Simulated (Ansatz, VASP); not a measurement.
# One calculation of HfN, two programs

File INCAR:

```
PREC     = Accurate       # precision mode
ENCUT    = 520            # plane-wave cutoff, eV
EDIFF    = 1E-7           # SCF threshold, eV
ISMEAR   = -1             # smearing method
SIGMA    = 0.05           # smearing width, eV
LREAL    = False          # projectors in reciprocal space
LASPH    = True           # aspherical terms in the spheres
NELM     = 80             # most SCF steps
ALGO     = Normal         # electronic algorithm
ISIF     = 2              # what is computed and relaxed
LWAVE    = False          # write WAVECAR
LCHARG   = True           # write CHGCAR
GGA      = PE             # functional
LELF     = True           # ELF
LVHAR    = True         
NBANDS   = 14             # bands
```

Contents of KPOINTS:

```
regular mesh
0
Gamma
  15 15 15
```

POSCAR

```
HfN
1.0
    0.0000000000      2.2739055545      2.2739055545
    2.2739055545      0.0000000000      2.2739055545
    2.2739055545      2.2739055545      0.0000000000
Hf N
1 1
Direct
    0.0000000000      0.0000000000      0.0000000000
    0.5000000000      0.5000000000      0.5000000000
```

Input for Ansatz:

```yaml
crystal:
  lattice:
    - [0.0, 2.2739055545, 2.2739055545]
    - [2.2739055545, 0.0, 2.2739055545]
    - [2.2739055545, 2.2739055545, 0.0]
  atoms:
    - { symbol: Hf, position: [0.0, 0.0, 0.0] }
    - { symbol: "N", position: [0.5, 0.5, 0.5] }
kpoints:
  mp_grid: { grid: [15, 15, 15] }
scf:
  occupations: { method: fermi_dirac, width: 0.05 }
hamiltonian:
  xc: pbe
  pseudopotentials: { kind: paw }
output:
  forces: true
  stress: true
  eigenvalues: true
```

Change from the starting cell: volume scaled by 1, to set the pressure.

Alike in both runs: task single point; functional PBE; k mesh 15 × 15 × 15; occupations fermi-dirac, width 0.05 eV; no spin polarisation.

|  | VASP | Ansatz |
| --- | --- | --- |
| version | VASP 6.6.1 | Ansatz 0.2.0 |
| potentials or method | VASP PAW PBE potentials, release 64 (Hf_pv, N) | PAW with Ansatz's default frozen-core files, scalar-relativistic |
| plane-wave cutoff (eV) | 520 | 420 |
| valence electrons in the cell | 15 | 31 |

```tsv
	VASP	Ansatz	Ansatz less VASP
pressure (GPa)	-2.3	0.0	+2.34
```

VASP's potentials hold 15 valence electrons a cell and Ansatz's 31, so a difference there can come from the potentials and not from the codes.

Neither program's run includes spin-orbit coupling.
